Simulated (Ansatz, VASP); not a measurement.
## Two plane-wave programs on SiC

File INCAR:

```
SYSTEM = SiC
PREC     = Accurate       ! precision mode
ENCUT    = 520            ! plane-wave cutoff, eV
EDIFF    = 1E-6           ! SCF threshold, eV
ISMEAR   = 0              ! smearing method
SIGMA    = 0.05           ! smearing width, eV
LREAL    = .FALSE.        ! projectors in reciprocal space
LASPH    = .TRUE.         ! aspherical terms in the spheres
NELM     = 100            ! most SCF steps
ALGO     = Normal         ! electronic algorithm
ISIF     = 2              ! what is computed and relaxed
LWAVE    = .FALSE.        ! write WAVECAR
LCHARG   = .FALSE.        ! write CHGCAR
GGA      = CA             ! functional
NBANDS   = 16             ! bands
```

File KPOINTS:

```
Automatic mesh
0
G
  12 12 6
  0 0 0
```

The input POSCAR:

```
SiC
1.0
    3.0036848971      0.0000000000      0.0000000000
   -1.5018424486      2.6012674258      0.0000000000
    0.0000000000      0.0000000000      5.1930708186
Si C
2 2
Direct
    0.3333333333      0.6666666667      0.0046041256
    0.6666666667      0.3333333333      0.5046041256
    0.3333333333      0.6666666667      0.3803958744
    0.6666666667      0.3333333333      0.8803958744
```

Input for Ansatz:

```yaml
crystal:
  lattice:
    - [3.0036848971, 0.0, 0.0]
    - [-1.5018424486, 2.6012674258, 0.0]
    - [0.0, 0.0, 5.1930708186]
  atoms:
    - { symbol: Si, position: [0.3333333333, 0.6666666667, 0.0046041256] }
    - { symbol: Si, position: [0.6666666667, 0.3333333333, 0.5046041256] }
    - { symbol: C, position: [0.3333333333, 0.6666666667, 0.3803958744] }
    - { symbol: C, position: [0.6666666667, 0.3333333333, 0.8803958744] }
basis:
  ecutwfc: 520.0
kpoints:
  mp_grid: { grid: [12, 12, 6] }
hamiltonian:
  xc: lda
  pseudopotentials: { kind: paw, azcp: { folder: soft_1 } }
scf:
  occupations: { method: gaussian, width: 0.05 }
output:
  forces: true
  stress: true
  eigenvalues: true
  write_density: true
  write_potential: true
  elf: true
  volumetric_format: npy
```

Alike in both runs: task single point; functional LDA; k mesh 12 × 12 × 6; occupations gaussian, width 0.05 eV; no spin polarisation.

|  | VASP | Ansatz |
| --- | --- | --- |
| version | VASP 6.6.1 | Ansatz 0.2.0 |
| potentials or method | VASP PAW LDA potentials, release 64 (Si, C), cutoff 520 eV | scalar-relativistic, plane waves, PAW |
| valence electrons in the cell | 16 | 16 |

Ansatz gave:

* gap on the k mesh at the Fermi level (eV): 1.93
* least direct gap on the mesh (eV): 4.39
* pressure (GPa): 1.0
* traceless stress, the component that is largest in VASP (GPa): -19.26
* rms of the force components (eV/Å): 0.233

Q: What did VASP give for the same quantities?

A: gap on the k mesh at the Fermi level (eV): 1.91; least direct gap on the mesh (eV): 4.37; pressure (GPa): 1.4; traceless stress, the component that is largest in VASP (GPa): -19.35; rms of the force components (eV/Å): 0.235.

Ansatz warns that its potentials were made for another functional, while VASP's fit it. LDA's correlation is that of Perdew and Zunger in VASP and of Perdew and Wang (1992) in Ansatz. Atom by atom the forces differ by 0.002 eV/Å (rms over components).
